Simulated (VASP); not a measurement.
# Ca: single point with PBEsol

The system is Ca.

```xyz
1
Lattice="0.0000 2.7372 2.7372 2.7372 0.0000 2.7372 2.7372 2.7372 0.0000" Properties=species:S:1:pos:R:3 pbc="T T T"
Ca    0.0000    0.0000    0.0000
```

```
Program                : VASP 6.6.1
Task                   : single point
Functional             : PBEsol
Potentials or basis    : VASP PAW PBE potentials, release 64 (Ca_sv)
Cutoff                 : 520 eV
k mesh                 : 11 × 11 × 11
Occupations            : fermi-dirac, width 0.05 eV
Spin                   : no spin polarisation
Dipole correction      : no
Further INCAR settings : ALGO = Normal; EDIFF = 1e-06; NBANDS = 11
```

The pressure is -0.2 GPa and the band gap on the k mesh is zero (bands 5 and 6 overlap by 0.24 eV).

Levels at points of the mesh, in eV from the Fermi level:
| k point | band 1 | band 2 | band 3 | band 4 | band 5 | band 6 | band 7 | band 8 | band 9 | band 10 |
| --- | --- | --- | --- | --- | --- | --- | --- | --- | --- | --- |
| (0.00, 0.00, 0.00) | -41.77 | -22.76 | -22.76 | -22.76 | -4.08 | 2.37 | 2.37 | 2.37 | 3.48 | 3.48 |

Wall time 22 s on 1 thread of Intel(R) Xeon(R) Platinum 8259CL CPU @ 2.50GHz (Skylake/Cascade Lake), on a shared host, peak memory 0.18 GiB.

Caveat: the PAW data sets were made with another functional, which shifts forces and pressure a little.
